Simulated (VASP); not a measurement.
Write the native input for VASP 6.6.1 that does the following.

```
Task                   : single point
Functional             : PBE
Dispersion             : D3(BJ)
Potentials or basis    : VASP PAW PBE potentials, release 64 (Si, O)
Cutoff                 : 520 eV
k mesh                 : 2 × 2 × 2
Occupations            : gaussian, width 0.02 eV
Spin                   : collinear spin, zero start
Starting moments       : [0.0, 0.0, 0.0, 0.0, 0.0, 0.0, 0.0, 0.0, 0.0, 0.0, 0.0, 0.0, 0.0, 0.0, 0.0, 0.0, 0.0] μB
Dipole correction      : no
Further INCAR settings : LREAL = Auto; ALGO = Normal; EDIFF = 1e-06; NBANDS = 53
```

The structure of Si16O (a cell with a defect) lies in POSCAR:

```
Si16O
1.0
    0.0000000000      5.4300000000      5.4300000000
    5.4300000000      0.0000000000      5.4300000000
    5.4300000000      5.4300000000      0.0000000000
Si O
16 1
Direct
    0.0025006446     -0.0041593923      0.0010757827
    0.1216188766      0.1240687845      0.1295356354
    0.0090335175      0.0400329650      0.5045646409
    0.1430523020      0.1524255985      0.6297025783
   -0.0192331492      0.4954769797     -0.0272629834
    0.1148920810      0.6208302026      0.0848613260
   -0.0118372007      0.5086769797      0.4558648250
    0.1364509208      0.6690448435      0.6166122468
    0.4965447514      0.0024386740      0.0013057090
    0.6276336096      0.1242547882      0.1229050645
    0.5166684162      0.0019586556      0.4971139042
    0.6359717311      0.1281313996      0.6271674954
    0.4879582873      0.4983534991     -0.0024527624
    0.6071773481      0.6282534070      0.1239517495
    0.5019024862      0.5016511050      0.4999516575
    0.6228937385      0.6259725599      0.6241038674
    0.0634406077      0.6892273481      0.4348116943
```

The input as run:

INCAR

```
  PREC = Accurate
  ENCUT = 520
  EDIFF = 1E-6
  ISMEAR = 0
  SIGMA = 0.02
  LREAL = Auto
  LASPH = T
  NELM = 150
  ALGO = Normal
  ISIF = 2
  LWAVE = F
  LCHARG = F
  ISPIN = 2
  MAGMOM = 0 0 0 0 0 0 0 0 0 0 0 0 0 0 0 0 0
  LORBIT = 11
  GGA = PE
  IVDW = 12
  NBANDS = 53
```

KPOINTS

```
regular mesh
0
Gamma
  2 2 2
```

Potentials or basis: VASP PAW PBE potentials, release 64 (Si, O).

The run is started by

```bash
$ cat potpaw_PBE.64/Si/POTCAR potpaw_PBE.64/O/POTCAR > POTCAR
$ mpirun -np 1 vasp_std > vasp.out
```

It gave:

```yaml
Pressure: 1.7 GPa
Largest_force: 0.065 eV/Å
Band_gap_on_the_k_mesh: 0.49 eV
Net_moment: 0.00 μB per cell
Valence_electrons_inside_the_program's_atomic_spheres: Si 1.68, 1.71, 1.72, 1.69, 1.70 (each value once); O 5.17
Dispersion_energy_per_atom: -0.307 eV
```

Caveat: the k points lie up to 0.50 Å⁻¹ apart.

Wall time 18 min on 1 thread of Intel Xeon 8259CL, on a shared host, peak memory 0.71 GiB.
